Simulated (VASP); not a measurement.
# Ba16H (a cell with a defect) in VASP: a series of runs, part 2 of 3

VASP 6.6.1. Earlier steps stand in the parts before.

### Step 3. Single point, PBE

INCAR reads:

```
PREC = Accurate
ENCUT = 520
EDIFF = 1E-7
ISMEAR = -1
SIGMA = 0.15
LREAL = Auto
LASPH = True
NELM = 80
ALGO = Normal
ISIF = 2
LWAVE = False
LCHARG = False
GGA = PE
NBANDS = 94
```

KPOINTS reads:

```
regular mesh
0
Gamma
  1 1 1
```

POSCAR reads:

```
Ba16H
1.0
   10.0400000000      0.0000000000      0.0000000000
    0.0000000000     10.0400000000      0.0000000000
    0.0000000000      0.0000000000     10.0400000000
Ba H
16 1
Direct
    0.0332669323      0.0242928287     -0.0008864542
    0.5509661355     -0.0208067729     -0.0185956175
   -0.0274003984      0.4646713147      0.0170418327
    0.0399103586      0.0249800797      0.5037749004
    0.2924302789      0.2567031873      0.2834163347
    0.4951095618      0.5135956175     -0.0232669323
    0.4966533865     -0.0338047809      0.4790936255
    0.7116035857      0.2791832669      0.2425896414
   -0.0203685259      0.5161454183      0.4925597610
    0.2365139442      0.7242231076      0.1979681275
    0.2685657371      0.2092629482      0.7988944223
    0.4949203187      0.5150597610      0.5093924303
    0.7434362550      0.7357370518      0.2361653386
    0.6718525896      0.2376992032      0.7563944223
    0.2700697211      0.7793426295      0.7750498008
    0.7500996016      0.7748007968      0.7531175299
    0.2240537849      0.0085756972      0.6575796813
```

Potentials or basis: VASP PAW PBE potentials, release 64 (Ba_sv, H).

Run with:

```sh
$ cat potpaw_PBE.64/Ba_sv/POTCAR potpaw_PBE.64/H/POTCAR > POTCAR
$ mpirun -np 1 vasp_gam > vasp.out
```

OUTCAR:

```text
PREC = Accurate
   ENCUT = 520
   EDIFF = 1E-7
   ISMEAR = -1
   LREAL = Auto
   LASPH = True
   NELM = 80
   ISIF = 2
   GGA = PE

 ion  position               nearest neighbor table
   1  0.033  0.024  0.999-  11 3.62  15 4.09  10 4.15   3 4.47   5 4.51  16 4.52  13 4.75
   2  0.551  0.979  0.981-  14 3.65  16 3.67  13 4.03  15 4.03  11 4.09   8 4.31  10 4.61   6 4.71

   3  0.973  0.465  0.017-   8 3.93  10 4.14  13 4.19   1 4.47  11 4.49  14 4.60  16 4.66   5 4.67

   4  0.040  0.025  0.504-  17 2.41   5 4.09  11 4.18  15 4.34  16 4.59   7 4.63  10 4.74
   5  0.292  0.257  0.283-  12 4.00   7 4.07   4 4.09   8 4.23   6 4.50   1 4.51   9 4.59   3 4.67

   6  0.495  0.514  0.977-  14 3.96  10 4.02  15 4.04   8 4.17  11 4.21  13 4.24  16 4.30   5 4.50
                            12 4.69   2 4.71
   7  0.497  0.966  0.479-   5 4.07  13 4.18  15 4.19  16 4.21  14 4.28   8 4.49  12 4.54  10 4.55
                             4 4.63  11 4.64
   8  0.712  0.279  0.243-   3 3.93   6 4.17  12 4.19   5 4.23   2 4.31   9 4.38   7 4.49  13 4.60

   9  0.980  0.516  0.493-  13 4.14  16 4.35   8 4.38  10 4.45   5 4.59
  10  0.237  0.724  0.198-   6 4.02   3 4.14   1 4.15  15 4.30   9 4.45   7 4.55  12 4.57   2 4.61
                             4 4.74
  11  0.269  0.209  0.799-  17 2.50   1 3.62  14 4.08   2 4.09   4 4.18   6 4.21  15 4.32   3 4.49
                             7 4.64
  12  0.495  0.515  0.509-   5 4.00  14 4.13   8 4.19  13 4.32  15 4.39  16 4.40   7 4.54  10 4.57
                             6 4.69
  13  0.743  0.736  0.236-   2 4.03   9 4.14   7 4.18   3 4.19   6 4.24  12 4.32   8 4.60   1 4.75

  14  0.672  0.238  0.756-   2 3.65   6 3.96  11 4.08  12 4.13   7 4.28   3 4.60  16 4.71
  15  0.270  0.779  0.775-  17 2.63   2 4.03   6 4.04   1 4.09   7 4.19  10 4.30  11 4.32   4 4.34
                            12 4.39
  16  0.750  0.775  0.753-   2 3.67   7 4.21   6 4.30   9 4.35  12 4.40   1 4.52   4 4.59   3 4.66
                            14 4.71
  17  0.224  0.009  0.658-   4 2.41  11 2.50  15 2.63

  LATTYP: Found a simple cubic cell.
 ALAT       =    10.0400000000

  Lattice vectors:

 A1 = (  10.0400000000,   0.0000000000,   0.0000000000)
 A2 = (   0.0000000000,  10.0400000000,   0.0000000000)
 A3 = (   0.0000000000,   0.0000000000,  10.0400000000)

Analysis of symmetry for initial positions (statically):
=====================================================================
 Subroutine PRICEL returns:
 Original cell was already a primitive cell.

 Routine SETGRP: Setting up the symmetry group for a
 simple cubic supercell.

 Subroutine GETGRP returns: Found  1 space group operations
 (whereof  1 operations were pure point group operations)
 out of a pool of 48 trial point group operations.

The static configuration has the point symmetry C_1 .

Analysis of symmetry for dynamics (positions and initial velocities):
=====================================================================
 Subroutine PRICEL returns:
 Original cell was already a primitive cell.

 Routine SETGRP: Setting up the symmetry group for a
 simple cubic supercell.

 Subroutine GETGRP returns: Found  1 space group operations
 (whereof  1 operations were pure point group operations)
 out of a pool of 48 trial point group operations.

The dynamic configuration has the point symmetry C_1 .

 Subroutine INISYM returns: Found  1 space group operations
 (whereof  1 operations are pure point group operations),
[... 72 lines left out ...]

  Shift w.r.t. Gamma in fractional coordinates (k-lattice)
     0.000000000  0.000000000  0.000000000

 Subroutine IBZKPT returns following result:
 ===========================================

 Found      1 irreducible k-points:

 Following reciprocal coordinates:
            Coordinates               Weight
  0.000000  0.000000  0.000000      1.000000
   k-points           NKPTS =      1   k-points in BZ     NKDIM =      1   number of bands    NBANDS=     94
   number of dos      NEDOS =    301   number of ions     NIONS =     17
   total plane-waves  NPLWV = 512000
   dimension x,y,z NGX =    80 NGY =   80 NGZ =   80
   dimension x,y,z NGXF=   160 NGYF=  160 NGZF=  160
   ions per type =              16   1
   NGX,Y,Z   is equivalent  to a cutoff of  13.25, 13.25, 13.25 a.u.
   NGXF,Y,Z  is equivalent  to a cutoff of  26.49, 26.49, 26.49 a.u.
 SYSTEM =  unknown system
   PREC   = accura    normal or accurate (medium, high low for compatibility)
   ISTART =      0    job   : 0-new  1-cont  2-samecut
   ICHARG =      2    charge: 1-file 2-atom 10-const
   ISPIN  =      1    spin polarized calculation?
   LNONCOLLINEAR =      F non collinear calculations
   LSORBIT =      F    spin-orbit coupling
   LASPH  =      T    aspherical Exc in radial PAW
   ENCUT  =  520.0 eV  38.22 Ry    6.18 a.u.  18.67 18.67 18.67*2*pi/ulx,y,z
   NELM   =     80;   NELMIN=  2; NELMDL= -5     # of ELM steps
   EDIFF  = 0.1E-06   stopping-criterion for ELM
   LREAL  =      T    real-space projection
   EDIFFG = 0.1E-05   stopping-criterion for IOM
   NSW    =      0    number of steps for IOM
   IBRION =     -1    ionic relax: 0-MD 1-quasi-New 2-CG
   NFREE  =      0    steps in history (QN), initial steepest desc. (CG)
   ISIF   =      2    stress and relaxation
   ISYM   =      2    0-nonsym 1-usesym 2-fastsym
   POTIM  = 0.5000    time-step for ionic-motion
   TEBEG  =    0.0;   TEEND  =   0.0 temperature during run
   PSTRESS=    0.0 pullay stress
   NELECT =     161.0000    total number of electrons
   NUPDOWN=      -1.0000    fix difference up-down
   EMIN   =  10.00;   EMAX   =-10.00  energy-range for DOS
   EFERMI =   0.00;   METHOD = LEGACY
   ISMEAR =    -1;   SIGMA  =   0.15  broadening in eV -4-tet -1-fermi 0-gaus
   EFERMI_NEDOS =   21; number of points for ismear=-14 and -15
   IALGO  =     38    algorithm
   IMIX   =      4    mixing-type and parameters
     AMIX     =   0.40;   BMIX     =  1.00
     AMIX_MAG =   1.60;   BMIX_MAG =  1.00
  volume/ion in A,a.u.               =      59.53       401.74
  Fermi-wavevector in a.u.,A,eV,Ry     =   0.887053  1.676288 10.705930  0.786864
  Thomas-Fermi vector in A             =   2.008301
   LORBIT       =      0    0 simple, 1 ext, 2 COOP (PROOUT), +10 PAW based schemes
   GGA     = PE    functional components
[... 5 lines left out ...]
 non-spin polarized calculation
  energy-cutoff  :      520.00
  volume of cell :     1012.05
 maximum number of plane-waves:     13601
 NGX is ok and might be reduce to    80
   NGX = 37   NGY = 37   NGZ = 37

 number of electron     160.9999998 magnetization

 Free energy of the ion-electron system (eV)
  ---------------------------------------------------
  ext. energy  EPLUGINS =         0.00000000
  ---------------------------------------------------
  free energy    TOTEN  =       -36.35055521 eV

  energy without entropy =      -35.29036868  energy(sigma->0) =      -35.82046195

 E-fermi :   1.6247     XC(G=0):  -7.3786

 val. band max:        1.3815983780   @ k =   0.0000   0.0000   0.0000
 cond. band min:       1.7973840345   @ k =   0.0000   0.0000   0.0000
 fundamental gap:      0.4157856565
 Fermi energy:         1.6246691324

 k-point     1 :       0.0000    0.0000    0.0000
  band No.  band energies     occupation
      1     -27.4756      2.00000
      2     -27.4008      2.00000
      3     -27.3693      2.00000
      4     -27.3442      2.00000
      5     -27.3016      2.00000
      6     -27.2905      2.00000
[... 84 lines left out ...]
     91       2.3532      0.01543
     92       2.3585      0.01490
 [bands above 92 left out]

------------------------ aborting loop because EDIFF is reached ----------------------------------------

  FORCE on cell =-STRESS in cart. coord.  units (eV):
  Direction    XX          YY          ZZ          XY          YZ          ZX
  --------------------------------------------------------------------------------------
  -------------------------------------------------------------------------------------
  Total       -2.5796492     -1.2700709     -2.4405042     -0.3351189     -0.7863025     -1.0088698
  in kB       -4.0838529     -2.0106543     -3.8635720     -0.5305281     -1.2447987     -1.5971457
  external PRESSURE =      -3.3193597 kB  Pullay stress =       0.0000000 kB

 VOLUME and BASIS-vectors are now :
 -----------------------------------------------------------------------------
  energy-cutoff  :      520.00
  volume of cell :     1012.05
      direct lattice vectors                 reciprocal lattice vectors
    10.040000000  0.000000000  0.000000000     0.099601594  0.000000000  0.000000000
     0.000000000 10.040000000  0.000000000     0.000000000  0.099601594  0.000000000
     0.000000000  0.000000000 10.040000000     0.000000000  0.000000000  0.099601594

 POSITION                                       TOTAL-FORCE (eV/Angst)
 -----------------------------------------------------------------------------------
      0.33400      0.24390     10.03110        -0.941648     -0.315006      0.436241
      5.53170      9.83110      9.85330        -0.807574      0.147537      1.017109
      9.76490      4.66530      0.17110         0.305704      0.360606     -0.551116
      0.40070      0.25080      5.05790        -0.681546     -0.227209     -0.204853
      2.93600      2.57730      2.84550        -0.433351      0.051610     -0.718331
      4.97090      5.15650      9.80640         0.146699     -0.157085      0.307316
[... 9 lines left out ...]
      7.53100      7.77900      7.56130         0.360087     -0.455861     -0.256713
      2.24950      0.08610      6.60210         0.286646     -0.192355      0.089262
 -----------------------------------------------------------------------------------
    total drift:                                0.002967      0.001467      0.000095

  FREE ENERGIE OF THE ION-ELECTRON SYSTEM (eV)
  ---------------------------------------------------
  free  energy   TOTEN  =       -36.3505552134 eV

  energy  without entropy=      -35.2903686796  energy(sigma->0) =      -35.82046195
```

Wall time 2.3 min (1 thread of Intel Xeon 6975P-C (Granite Rapids), shared host); peak memory 0.9 GiB.

Results:

| Item | Value |
| --- | --- |
| Free energy | -36.3506 eV |
| Pressure | -0.3 GPa |
| Largest force | 1.364 eV/Å |

Forces in eV/Å, atoms in the order of the input:
```
Ba  -0.942 -0.315  0.436
Ba  -0.808  0.148  1.017
Ba   0.306  0.361 -0.551
Ba  -0.682 -0.227 -0.205
Ba  -0.433  0.052 -0.718
Ba   0.147 -0.157  0.307
Ba  -0.127  0.207  0.226
Ba   0.228 -0.604  0.249
Ba   0.290 -0.248  0.395
Ba   0.280  0.323  0.698
Ba   0.169  0.692 -0.672
Ba  -0.118  0.170  0.027
Ba   0.148  0.234 -0.055
Ba   1.246  0.279 -0.478
Ba  -0.351 -0.266 -0.508
Ba   0.360 -0.456 -0.257
H    0.287 -0.192  0.089
```

Stress tensor (GPa, compression positive):
```
-0.41 -0.05 -0.16
-0.05 -0.20 -0.12
-0.16 -0.12 -0.39
```

Levels at points of the mesh, in eV from the Fermi level:
```tsv
k point	band 77	band 78	band 79	band 80	band 81	band 82	band 83	band 84
(0.00, 0.00, 0.00)	-0.74	-0.56	-0.46	-0.24	0.17	0.25	0.34	0.39
```

Caveat: the k points lie up to 0.63 Å⁻¹ apart; spin-orbit coupling is left out, which moves the levels of the heavy elements.

### Step 4. Single point, PBE

INCAR reads:

```
SYSTEM = Ba16H
  PREC = Accurate
  ENCUT = 520
  EDIFF = 1E-7
  ISMEAR = -1
  SIGMA = 0.15
  LREAL = Auto
  LASPH = .TRUE.
  NELM = 100
  ALGO = Normal
  ISIF = 2
  LWAVE = .FALSE.
  LCHARG = .FALSE.
  GGA = PE
  NBANDS = 94
```

KPOINTS reads:

```
regular mesh
0
G
  1 1 1
  0 0 0
```

POSCAR reads:

```
Ba16H
1.0
   10.0400000000      0.0000000000      0.0000000000
    0.0000000000     10.0400000000      0.0000000000
    0.0000000000      0.0000000000     10.0400000000
Ba H
16 1
Direct
    0.0390338645      0.0112350598      0.0130876494
    0.5389243028     -0.0343525896     -0.0221314741
   -0.0161055777      0.4725199203      0.0199103586
    0.0270318725      0.0245916335      0.4949003984
    0.2450597610      0.2855179283      0.3011952191
    0.5005378486      0.5583864542     -0.0001294821
    0.4587549801     -0.0198007968      0.4960159363
    0.7093924303      0.2400796813      0.2378585657
   -0.0244023904      0.5157868526      0.5034163347
    0.2141633466      0.7115438247      0.2227888446
    0.3010557769      0.2110856574      0.7721812749
    0.4734262948      0.5436752988      0.5023904382
    0.7915637450      0.7793027888      0.2384163347
    0.6903187251      0.2707968127      0.7149003984
    0.2536653386      0.7734960159      0.7721215139
    0.7838645418      0.7679880478      0.7260458167
    0.2095318725      0.0245816733      0.6566633466
```

Potentials or basis: VASP PAW PBE potentials, release 64 (Ba_sv, H).

Run with:

```sh
$ cat potpaw_PBE.64/Ba_sv/POTCAR potpaw_PBE.64/H/POTCAR > POTCAR
$ mpirun -np 1 vasp_gam > vasp.out
```

OUTCAR:

```text
SYSTEM = Ba16H
   PREC = Accurate
   ENCUT = 520
   EDIFF = 1E-7
   ISMEAR = -1
   LREAL = Auto
   LASPH = .TRUE.
   NELM = 100
   ISIF = 2
   GGA = PE

 ion  position               nearest neighbor table
   1  0.039  0.011  0.013-  15 4.02  10 4.07  13 4.09  11 4.10   5 4.50  16 4.56   8 4.62   3 4.66

   2  0.539  0.966  0.978-  11 4.01  15 4.02  16 4.05  13 4.10   6 4.11   8 4.16  14 4.32
   3  0.984  0.473  0.020-  10 3.91   8 4.22  13 4.25   5 4.29  16 4.64   1 4.66  14 4.71
   4  0.027  0.025  0.495-  17 2.45   5 3.93  16 4.24  13 4.28  11 4.34   7 4.36  15 4.39  10 4.57
                             8 4.64  14 4.73
[... 323 lines left out ...]
  Total       -1.6824032     -0.7984576     -3.4250313     -0.0678994      0.2490591     -0.1232223
  in kB       -2.6634193     -1.2640415     -5.4221807     -0.1074918      0.3942864     -0.1950737
  external PRESSURE =      -3.1165472 kB  Pullay stress =       0.0000000 kB

 VOLUME and BASIS-vectors are now :
 -----------------------------------------------------------------------------
  energy-cutoff  :      520.00
  volume of cell :     1012.05
      direct lattice vectors                 reciprocal lattice vectors
    10.040000000  0.000000000  0.000000000     0.099601594  0.000000000  0.000000000
     0.000000000 10.040000000  0.000000000     0.000000000  0.099601594  0.000000000
     0.000000000  0.000000000 10.040000000     0.000000000  0.000000000  0.099601594

 POSITION                                       TOTAL-FORCE (eV/Angst)
 -----------------------------------------------------------------------------------
      0.39190      0.11280      0.13140        -0.486409      0.186714     -0.107631
      5.41080      9.69510      9.81780        -0.339641      0.464646      0.535519
      9.87830      4.74410      0.19990         0.012538      0.182718     -0.559224
      0.27140      0.24690      4.96880        -0.490513     -0.191396      0.114407
      2.46040      2.86660      3.02400         0.218692     -0.284755     -0.826407
      5.02540      5.60620     10.03870         0.262223     -0.838051      0.002946
[... 9 lines left out ...]
      7.87000      7.71060      7.28950        -0.319717      0.034605      0.309856
      2.10370      0.24680      6.59290         0.344485     -0.517764     -0.144832
 -----------------------------------------------------------------------------------
    total drift:                                0.004090     -0.000318      0.002623

  FREE ENERGIE OF THE ION-ELECTRON SYSTEM (eV)
  ---------------------------------------------------
  free  energy   TOTEN  =       -36.3172134169 eV

  energy  without entropy=      -35.1824766860  energy(sigma->0) =      -35.74984505
```

Wall time 2.2 min (1 thread of Intel Xeon 6975P-C (Granite Rapids), shared host); peak memory 0.92 GiB.

What came out:

* Free energy: -36.3172 eV
* Pressure: -0.3 GPa
* Largest force: 1.150 eV/Å

Forces in eV/Å, atoms in the order of the input:
```
Ba  -0.486  0.187 -0.108
Ba  -0.340  0.465  0.536
Ba   0.013  0.183 -0.559
Ba  -0.491 -0.191  0.114
Ba   0.219 -0.285 -0.826
Ba   0.262 -0.838  0.003
Ba   0.239 -0.033 -0.255
Ba   0.217  0.287  0.265
Ba   0.303 -0.245  0.040
Ba   0.466  0.745  0.520
Ba  -0.570  0.973  0.229
Ba   0.299 -0.066 -0.088
Ba  -0.586 -0.337  0.147
Ba   0.858 -0.212  0.255
Ba  -0.427 -0.148 -0.437
Ba  -0.320  0.035  0.310
H    0.344 -0.518 -0.145
```

Levels at points of the mesh, in eV from the Fermi level:
```tsv
k point	band 78	band 79	band 80	band 81	band 82	band 83
(0.00, 0.00, 0.00)	-0.52	-0.44	-0.18	0.14	0.24	0.27
```

Caveat: the k points lie up to 0.63 Å⁻¹ apart; spin-orbit coupling is left out, which moves the levels of the heavy elements.

(Continued in part 3 of 3.)
